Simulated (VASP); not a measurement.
Input of a VASP 6.6.1 run:

The input INCAR:

```
ALGO     = Normal         # electronic algorithm
EDIFF    = 1E-7           # SCF threshold, eV
ENCUT    = 520            # plane-wave cutoff, eV
ISIF     = 2              # what is computed and relaxed
ISMEAR   = 0              # smearing method
LASPH    = T              # aspherical terms in the spheres
LCHARG   = F              # write CHGCAR
LREAL    = F              # projectors in reciprocal space
LWAVE    = F              # write WAVECAR
NBANDS   = 16             # bands
NELM     = 60             # most SCF steps
PREC     = Accurate       # precision mode
SIGMA    = 0.15           # smearing width, eV
```

The input KPOINTS:

```
k-points
0
Gamma
  18 18 18
```

File POSCAR:

```
GaSb
1.0
   -1.5750942948      2.5721378994      2.8786631588
    1.5750942948     -2.5721378994      2.8786631588
    1.5750942948      2.5721378994     -2.8786631588
Ga Sb
1 1
Direct
    0.0000000000      0.0000000000      0.0000000000
    0.5000000000      0.5000000000      0.0000000000
```

Potentials or basis: VASP PAW LDA potentials, release 64 (Ga_d, Sb).

The run is started by

```bash
$ cat potpaw_LDA.64/Ga_d/POTCAR potpaw_LDA.64/Sb/POTCAR > POTCAR
$ mpirun -np 1 vasp_std > vasp.out
```

Task: Predict the pressure.

Result: -2.9 GPa.

Task: Predict the band gap on the k mesh.

Result: Zero (bands 9 and 10 overlap by 5.39 eV).

Stress tensor (GPa, compression positive):
```
-1.88  0.00  0.00
 0.00 -2.59  0.00
 0.00  0.00 -4.11
```

Caveat: spin-orbit coupling is left out, which moves the levels of the heavy elements.
